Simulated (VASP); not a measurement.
# TiO2 (P1) in VASP: further runs, part 2 of 2

VASP 6.6.1. Earlier steps stand in the parts before.

### 3 Single point, PBE+D4

Contents of INCAR:

```
PREC = Accurate
ENCUT = 520
EDIFF = 1E-6
ISMEAR = 0
SIGMA = 0.05
LREAL = F
LASPH = T
NELM = 80
ALGO = Normal
ISIF = 2
LWAVE = F
LCHARG = F
GGA = PE
IVDW = 13
NBANDS = 33
```

Contents of KPOINTS:

```
regular mesh
0
Gamma
  6 6 8
```

Contents of POSCAR:

```
TiO2
1.0
    4.6430645286      0.0000000000      0.0000000000
    0.0000000000      4.6430645286      0.0000000000
    0.0000000000      0.0000000000      2.9640243868
Ti O
2 4
Direct
    0.0346466923      0.0392790258     -0.1362192821
    0.4591135203      0.4733776692      0.5027121929
    0.3253672455      0.2748228917      0.1101729149
    0.2376061529      0.8094259773      0.4994068650
    0.6528391327      0.7003221292      0.0432520339
    0.7904272564      0.2027723068      0.4806752755
```

Potentials or basis: VASP PAW PBE potentials, release 64 (Ti_sv, O).

Run with:

```
$ cat potpaw_PBE.64/Ti_sv/POTCAR potpaw_PBE.64/O/POTCAR > POTCAR
$ mpirun -np 1 vasp_std > vasp.out
```

OUTCAR:

```text
PREC = Accurate
   ENCUT = 520
   EDIFF = 1E-6
   ISMEAR = 0
   LREAL = F
   LASPH = T
   NELM = 80
   ISIF = 2
   GGA = PE
   IVDW = 13

 ion  position               nearest neighbor table
   1  0.035  0.039  0.864-   6 1.78   4 1.79   3 1.88   6 2.28   4 2.36   5 2.43
   2  0.459  0.473  0.503-   3 1.61   4 1.87   5 1.94   6 1.99   3 2.12   5 2.12
   3  0.325  0.275  0.110-   2 1.61   1 1.88   2 2.12
   4  0.238  0.809  0.499-   1 1.79   2 1.87   1 2.36
   5  0.653  0.700  0.043-   2 1.94   2 2.12   1 2.43
   6  0.790  0.203  0.481-   1 1.78   2 1.99   1 2.28

  LATTYP: Found a simple tetragonal cell.
 ALAT       =     4.6430645286
 C/A-ratio  =     0.6383767377

  Lattice vectors:

 A1 = (   4.6430645286,   0.0000000000,   0.0000000000)
 A2 = (   0.0000000000,   4.6430645286,   0.0000000000)
 A3 = (   0.0000000000,   0.0000000000,   2.9640243868)

Analysis of symmetry for initial positions (statically):
=====================================================================
 Subroutine PRICEL returns:
 Original cell was already a primitive cell.

 Routine SETGRP: Setting up the symmetry group for a
 simple tetragonal supercell.

 Subroutine GETGRP returns: Found  1 space group operations
 (whereof  1 operations were pure point group operations)
 out of a pool of 16 trial point group operations.

The static configuration has the point symmetry C_1 .

Analysis of symmetry for dynamics (positions and initial velocities):
=====================================================================
 Subroutine PRICEL returns:
 Original cell was already a primitive cell.

 Routine SETGRP: Setting up the symmetry group for a
 simple tetragonal supercell.

 Subroutine GETGRP returns: Found  1 space group operations
 (whereof  1 operations were pure point group operations)
 out of a pool of 16 trial point group operations.

The dynamic configuration has the point symmetry C_1 .

 Subroutine INISYM returns: Found  1 space group operations
 (whereof  1 operations are pure point group operations),
 and found     1 'primitive' translations

----------------------------------------------------------------------------------------

                                     Primitive cell

  volume of cell :      63.8986

  direct lattice vectors                    reciprocal lattice vectors
     4.643064529  0.000000000  0.000000000     0.215374995  0.000000000  0.000000000
     0.000000000  4.643064529  0.000000000     0.000000000  0.215374995  0.000000000
     0.000000000  0.000000000  2.964024387     0.000000000  0.000000000  0.337379140

  length of vectors
     4.643064529  4.643064529  2.964024387     0.215374995  0.215374995  0.337379140

  position of ions in fractional coordinates (direct lattice)
     0.034646692  0.039279026  0.863780718
     0.459113520  0.473377669  0.502712193
     0.325367245  0.274822892  0.110172915
     0.237606153  0.809425977  0.499406865
     0.652839133  0.700322129  0.043252034
     0.790427256  0.202772307  0.480675275

  ion indices of the primitive-cell ions
   primitive index   ion index
                 1           1
[... 29 lines left out ...]

 Found    148 irreducible k-points:

 Following reciprocal coordinates:
            Coordinates               Weight
  0.000000  0.000000  0.000000      1.000000
  0.166667  0.000000  0.000000      2.000000
  0.000000  0.166667  0.000000      2.000000
  0.333333  0.000000  0.000000      2.000000
  0.000000  0.333333  0.000000      2.000000
  0.500000  0.000000  0.000000      1.000000
[... 16 lines left out ...]
  0.000000  0.166667  0.125000      2.000000
 -0.166667  0.000000  0.125000      2.000000
 [... further k-points ...]
   k-points           NKPTS =    148   k-points in BZ     NKDIM =    148   number of bands    NBANDS=     33
   number of dos      NEDOS =    301   number of ions     NIONS =      6
   total plane-waves  NPLWV =  31104
   dimension x,y,z NGX =    36 NGY =   36 NGZ =   24
   dimension x,y,z NGXF=    72 NGYF=   72 NGZF=   48
   ions per type =               2   4
   NGX,Y,Z   is equivalent  to a cutoff of  12.89, 12.89, 13.46 a.u.
   NGXF,Y,Z  is equivalent  to a cutoff of  25.78, 25.78, 26.92 a.u.
 SYSTEM =  unknown system
   PREC   = accura    normal or accurate (medium, high low for compatibility)
   ISTART =      0    job   : 0-new  1-cont  2-samecut
   ICHARG =      2    charge: 1-file 2-atom 10-const
   ISPIN  =      1    spin polarized calculation?
   LNONCOLLINEAR =      F non collinear calculations
   LSORBIT =      F    spin-orbit coupling
   LASPH  =      T    aspherical Exc in radial PAW
   ENCUT  =  520.0 eV  38.22 Ry    6.18 a.u.   8.63  8.63  5.51*2*pi/ulx,y,z
   NELM   =     80;   NELMIN=  2; NELMDL= -5     # of ELM steps
   EDIFF  = 0.1E-05   stopping-criterion for ELM
   LREAL  =      F    real-space projection
   EDIFFG = 0.1E-04   stopping-criterion for IOM
   NSW    =      0    number of steps for IOM
   IBRION =     -1    ionic relax: 0-MD 1-quasi-New 2-CG
   NFREE  =      0    steps in history (QN), initial steepest desc. (CG)
   ISIF   =      2    stress and relaxation
   ISYM   =      2    0-nonsym 1-usesym 2-fastsym
   POTIM  = 0.5000    time-step for ionic-motion
   TEBEG  =    0.0;   TEEND  =   0.0 temperature during run
   PSTRESS=    0.0 pullay stress
   NELECT =      48.0000    total number of electrons
   NUPDOWN=      -1.0000    fix difference up-down
   EMIN   =  10.00;   EMAX   =-10.00  energy-range for DOS
   EFERMI =   0.00;   METHOD = LEGACY
   ISMEAR =     0;   SIGMA  =   0.05  broadening in eV -4-tet -1-fermi 0-gaus
   EFERMI_NEDOS =   21; number of points for ismear=-14 and -15
   IALGO  =     38    algorithm
   IMIX   =      4    mixing-type and parameters
     AMIX     =   0.40;   BMIX     =  1.00
     AMIX_MAG =   1.60;   BMIX_MAG =  1.00
  volume/ion in A,a.u.               =      10.65        71.87
  Fermi-wavevector in a.u.,A,eV,Ry     =   1.488189  2.812270 30.132923  2.214707
  Thomas-Fermi vector in A             =   2.601255
   LORBIT       =      0    0 simple, 1 ext, 2 COOP (PROOUT), +10 PAW based schemes
   GGA     = PE    functional components
   LHFCALC =     F    Hartree Fock is set to
   AEXX    =    0.0000 exact exchange contribution
   IVDW    =    13    specifies the selected vdW correction
   LEPSILON=     F    determine dielectric tensor
   LRPA    =     F    only Hartree local field effects (RPA)
 non-spin polarized calculation
 Gauss-broadening in eV      SIGMA  =   0.05
  energy-cutoff  :      520.00
  volume of cell :       63.90
 maximum number of plane-waves:      1741
 NGX is ok and might be reduce to    36
   NGX = 17   NGY = 17   NGZ = 11

 number of electron      48.0000003 magnetization

 Free energy of the ion-electron system (eV)
  ---------------------------------------------------
  ext. energy  EPLUGINS =         0.00000000
  ---------------------------------------------------
  free energy    TOTEN  =       -50.62450324 eV

  energy without entropy =      -50.62450324  energy(sigma->0) =      -50.62450324

 E-fermi :   5.5716     XC(G=0): -11.2297

 val. band max:        5.1905724179   @ k =   0.0000   0.0000   0.0000
 cond. band min:       6.5807136154   @ k =   0.0000   0.5000   0.0000
 fundamental gap:      1.3901411976
 Fermi energy:         5.5716393522

 k-point     1 :       0.0000    0.0000    0.0000
  band No.  band energies     occupation
      1     -52.1514      2.00000
      2     -51.7744      2.00000
      3     -28.5878      2.00000
      4     -28.4755      2.00000
      5     -28.3575      2.00000
      6     -28.3528      2.00000
[... 853 lines left out ...]
     32      10.2578      0.00000
     33      10.9763      0.00000

 [... further k-points ...]

------------------------ aborting loop because EDIFF is reached ----------------------------------------

  DFT-D4 for vdW energy calculation

  Edisp (eV):   -1.21405

  FORCE on cell =-STRESS in cart. coord.  units (eV):
  Direction    XX          YY          ZZ          XY          YZ          ZX
  --------------------------------------------------------------------------------------
  -------------------------------------------------------------------------------------
  Total       4.84004     7.30137     7.45066     1.35378     6.06110     5.08873
  in kB     121.35808   183.07285   186.81594    33.94445   151.97456   127.59358
  external pressure =      163.75 kB  Pullay stress =        0.00 kB

 VOLUME and BASIS-vectors are now :
 -----------------------------------------------------------------------------
  energy-cutoff  :      520.00
  volume of cell :       63.90
      direct lattice vectors                 reciprocal lattice vectors
     4.643064529  0.000000000  0.000000000     0.215374995  0.000000000  0.000000000
     0.000000000  4.643064529  0.000000000     0.000000000  0.215374995  0.000000000
     0.000000000  0.000000000  2.964024387     0.000000000  0.000000000  0.337379140

 POSITION                                       TOTAL-FORCE (eV/Angst)
 -----------------------------------------------------------------------------------
      0.16087      0.18238      2.56027        -3.000098     -2.997074      1.642294
      2.13169      2.19792      1.49005         6.997137      7.184228      4.335545
      1.51070      1.27602      0.32656        -4.135318     -3.771268     -6.583419
      1.10322      3.75822      1.48025        -2.869349      0.845118      0.311169
      3.03117      3.25164      0.12820         1.230068     -1.005615      0.081807
      3.67000      0.94148      1.42473         1.777560     -0.255390      0.212604
 -----------------------------------------------------------------------------------
    total drift:                               -0.000267      0.000075      0.001669

  FREE ENERGIE OF THE ION-ELECTRON SYSTEM (eV)
  ---------------------------------------------------
  free  energy   TOTEN  =       -51.8385504531 eV

  energy  without entropy=      -51.8385504531  energy(sigma->0) =      -51.83855045
```

OSZICAR:

```text
N       E                     dE             d eps       ncg     rms          rms(c)
DAV:   1     0.656862429082E+03    0.65686E+03   -0.23458E+04  9776   0.171E+03
DAV:   2     0.334766729628E+02   -0.62339E+03   -0.57610E+03 10648   0.514E+02
DAV:   3    -0.615007277143E+02   -0.94977E+02   -0.93147E+02 13191   0.190E+02
DAV:   4    -0.671915691057E+02   -0.56908E+01   -0.56714E+01 14508   0.443E+01
DAV:   5    -0.673800375926E+02   -0.18847E+00   -0.18844E+00 12607   0.713E+00    0.362E+01
DAV:   6    -0.520993500367E+02    0.15281E+02   -0.74254E+01 13687   0.945E+01    0.173E+01
DAV:   7    -0.519218378334E+02    0.17751E+00   -0.21459E+01 13698   0.499E+01    0.130E+01
DAV:   8    -0.507769424173E+02    0.11449E+01   -0.15091E+00 13172   0.141E+01    0.711E+00
DAV:   9    -0.509106007405E+02   -0.13366E+00   -0.16967E+00 14548   0.165E+01    0.519E+00
DAV:  10    -0.506621086956E+02    0.24849E+00   -0.44780E-01 12486   0.598E+00    0.210E+00
DAV:  11    -0.506366660471E+02    0.25443E-01   -0.20308E-01 13611   0.505E+00    0.952E-01
DAV:  12    -0.506253076457E+02    0.11358E-01   -0.28196E-02 12335   0.151E+00    0.385E-01
DAV:  13    -0.506247197668E+02    0.58788E-03   -0.99621E-03 11355   0.606E-01    0.127E-01
DAV:  14    -0.506246026122E+02    0.11715E-03   -0.47853E-04 14390   0.212E-01    0.851E-02
DAV:  15    -0.506245157376E+02    0.86875E-04   -0.32657E-04 13711   0.231E-01    0.386E-02
DAV:  16    -0.506245041490E+02    0.11589E-04   -0.87846E-05 10268   0.683E-02    0.149E-02
DAV:  17    -0.506245032395E+02    0.90958E-06   -0.73315E-06 12304   0.231E-02
   1 F= -.51838550E+02 E0= -.51838550E+02  d E =-.582228E-29
```

stdout:

```text
POSCAR found type information on POSCAR TiO
 POSCAR found :  2 types and       6 ions
 scaLAPACK will be used
 LDA part: xc-table for (Slater+PW92), standard interpolation
 POSCAR, INCAR and KPOINTS ok, starting setup
 FFT: planning ... GRIDC
 FFT: planning ... GRID_SOFT
 FFT: planning ... GRID
 WAVECAR not read
 entering main loop
```

Wall time 7.1 min (1 thread of Intel Xeon 8259CL, shared host); peak memory 0.35 GiB.

Results:

- Free energy: -51.8386 eV
- Pressure: 16.4 GPa
- Largest force: 10.926 eV/Å
- Band gap on the k mesh: 1.39 eV (least direct gap 1.67 eV)
- Dispersion energy per atom: -0.202 eV

Forces on the atoms (eV/Å):
```
Ti  -3.000 -2.997  1.642
Ti   6.997  7.184  4.336
O   -4.135 -3.771 -6.583
O   -2.869  0.845  0.311
O    1.230 -1.006  0.082
O    1.778 -0.255  0.213
```

Stress tensor (GPa, compression positive):
```
12.14  3.39 12.76
 3.39 18.31 15.20
12.76 15.20 18.68
```

Levels at points of the mesh, in eV from the valence-band top:
| k point | band 20 | band 21 | band 22 | band 23 | band 24 | band 25 | band 26 | band 27 | band 28 | band 29 |
| --- | --- | --- | --- | --- | --- | --- | --- | --- | --- | --- |
| (0.00, 0.00, 0.00) | -2.81 | -2.13 | -1.37 | -0.95 | 0.00 | 1.87 | 2.08 | 2.30 | 2.49 | 3.45 |
| (0.50, 0.00, 0.00) | -2.81 | -2.16 | -1.85 | -0.98 | -0.29 | 1.47 | 1.93 | 2.84 | 3.04 | 3.51 |
| (0.00, 0.50, 0.00) | -2.79 | -2.36 | -1.68 | -0.79 | -0.32 | 1.39 | 1.96 | 2.69 | 3.18 | 3.68 |
| (0.50, 0.50, 0.00) | -2.73 | -2.51 | -1.79 | -1.04 | -0.76 | 1.90 | 2.08 | 2.38 | 3.05 | 3.27 |
| (0.00, 0.00, 0.50) | -2.84 | -2.67 | -2.32 | -1.78 | -0.81 | 2.40 | 2.61 | 2.91 | 3.08 | 3.35 |
| (0.50, 0.00, 0.50) | -2.88 | -2.29 | -2.20 | -1.48 | -0.52 | 1.71 | 2.12 | 2.95 | 3.07 | 3.45 |
| (0.00, 0.50, 0.50) | -3.27 | -2.44 | -2.04 | -1.22 | -0.52 | 1.73 | 2.13 | 2.76 | 3.05 | 3.28 |
| (0.50, 0.50, 0.50) | -3.01 | -2.28 | -2.06 | -0.89 | -0.11 | 1.57 | 2.53 | 2.85 | 3.05 | 3.13 |

Caveat: the cell stands under pressure; forces of over 1 eV/Å act on the atoms, so gaps and moduli don't describe the material at rest.
